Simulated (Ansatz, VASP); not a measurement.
**P in VASP and in Ansatz**

File INCAR:

```
SYSTEM = P
PREC = Accurate ; ENCUT = 600
EDIFF = 1E-6 ; ISMEAR = 0
SIGMA = 0.05 ; LREAL = .FALSE.
LASPH = .TRUE. ; NELM = 80
ALGO = Normal ; ISIF = 3
LWAVE = .FALSE. ; LCHARG = .FALSE.
GGA = PE ; IVDW = 12
IBRION = 2 ; NSW = 80
EDIFFG = -0.03
```

Contents of KPOINTS:

```
regular mesh
0
G
  8 8 8
  0 0 0
```

File POSCAR:

```
P
1.0
    1.7257251780      0.9963478961      3.1296800121
   -1.7257251780      0.9963478961      3.1296800121
    0.0000000000     -1.9926957921      3.1296800121
P
2
Direct
    0.2270802500      0.2270802500      0.2270802500
    0.7729197500      0.7729197500      0.7729197500
```

Input for Ansatz:

```yaml
crystal:
  lattice:
    - [1.725725178, 0.9963478961, 3.1296800121]
    - [-1.725725178, 0.9963478961, 3.1296800121]
    - [0.0, -1.9926957921, 3.1296800121]
  atoms:
    - { symbol: P, position: [0.22708025, 0.22708025, 0.22708025] }
    - { symbol: P, position: [0.77291975, 0.77291975, 0.77291975] }
basis:
  ecutwfc: 420
  ecutrho_ratio: 4
kpoints:
  mp_grid: { grid: [8, 8, 8] }
hamiltonian:
  xc: pbe
  dispersion: d3bj
scf:
  occupations: { method: gaussian, width: 0.05 }
output:
  forces: true
  stress: true
  eigenvalues: true
relax:
  f_tol: 0.03
  max_steps: 60
  cell: { stress_tol: 0.3 }
```

Alike in both runs: task relaxation of cell and atoms; functional PBE; dispersion D3(BJ); k mesh 8 × 8 × 8; occupations gaussian, width 0.05 eV; no spin polarisation.

|  | VASP | Ansatz |
| --- | --- | --- |
| version | VASP 6.6.1 | Ansatz 0.2.0 |
| potentials or method | VASP PAW PBE potentials, release 64 (P), cutoff 600 eV | scalar-relativistic, plane waves, PAW |
| valence electrons in the cell | 10 | 10 |

|  | VASP | Ansatz | Ansatz less VASP |
| --- | --- | --- | --- |
| gap on the k mesh at the Fermi level, each at its own relaxed structure (eV) | none | none | - |
| relaxed volume (Å³/atom) | 14.87 | 14.82 | -0.049 |
| relaxed cell length with the largest relative difference (Å) | 3.555 | 3.518 | -0.0368 |

A gap of «none» marks a metal or a gap that the smearing closes.
